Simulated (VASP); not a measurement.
AlCo:

```
Al Co
1.0
     2.81940    0.00000    0.00000
     0.00000    2.81940    0.00000
     0.00000    0.00000    2.81940
Al Co
1 1
Direct
  0.00000 0.00000 0.00000
  0.50000 0.50000 0.50000
```

| Item | Value |
| --- | --- |
| Program | VASP 6.6.1 |
| Task | relaxation of cell and atoms |
| Functional | LDA |
| Potentials or basis | VASP PAW LDA potentials, release 64 (Al, Co) |
| Cutoff | 600 eV |
| k mesh | 14 × 14 × 14 |
| Occupations | gaussian, width 0.1 eV |
| Spin | no spin polarisation |

At the start: pressure -5.1 GPa; volume 11.21 Å³/atom.

Question: Where does the relaxation end?

Answer: Over 3 steps the energy falls by 4.7 meV/atom and the volume is 10.92 Å³/atom (-2.6 %); space group Pm-3m (No. 221, to 0.05 Å).

The path:
```csv
step,energy change (eV),largest force (eV/Å),pressure (GPa),volume (Å³)
1,0.0000,0.0000,-5.13,22.41
2,0.0005,0.0000,5.78,21.27
3,-0.0095,0.0000,-0.02,21.84
```

Final structure:
```yaml
crystal:
  lattice:
    - [2.79508, 0.00000, 0.00000]
    - [0.00000, 2.79508, 0.00000]
    - [0.00000, 0.00000, 2.79508]
  atoms:
    - { symbol: Al, position: [0.00000, 0.00000, 0.00000] }
    - { symbol: Co, position: [0.50000, 0.50000, 0.50000] }
```
